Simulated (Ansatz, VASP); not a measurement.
**ZnCu in VASP and in Ansatz**

```
CELL_PARAMETERS angstrom
2.98917 0.00000 0.00000
0.00000 2.98917 0.00000
0.00000 0.00000 2.85665
ATOMIC_POSITIONS crystal
Zn 0.50000 0.50000 0.50000
Cu 0.00000 0.00000 0.00000
```

Change from the starting cell: strain +0.015 along x and y, -0.030 along z, atoms carried along.

Alike in both runs: task single point; functional PBEsol; k mesh 16 × 16 × 16; occupations gaussian, width 0.15 eV; no spin polarisation.

```csv
,VASP,Ansatz
version,VASP 6.6.1,Ansatz 0.2.0
potentials or method,"VASP PAW PBE potentials, release 64 (Zn, Cu), cutoff 520 eV","scalar-relativistic, plane waves, PAW"
valence electrons in the cell,23,31
```

VASP gave:

| Quantity | Value |
| --- | --- |
| gap on the k mesh at the Fermi level (eV) | none |
| pressure (GPa) | -3.6 |
| traceless stress, the component that is largest in VASP (GPa) | 0.35 |

**Question.** Estimate Ansatz's values.

**Answer.** gap on the k mesh at the Fermi level (eV): none; pressure (GPa): -4.6; traceless stress, the component that is largest in VASP (GPa): 0.33.

VASP's potentials were made for PBE, not for PBEsol. A gap of «none» marks a metal or a gap that the smearing closes. The functional is the same, so the differences come from potentials, cutoffs and numerics. VASP's potentials hold 23 valence electrons a cell and Ansatz's 31, so a difference there can come from the potentials and not from the codes.
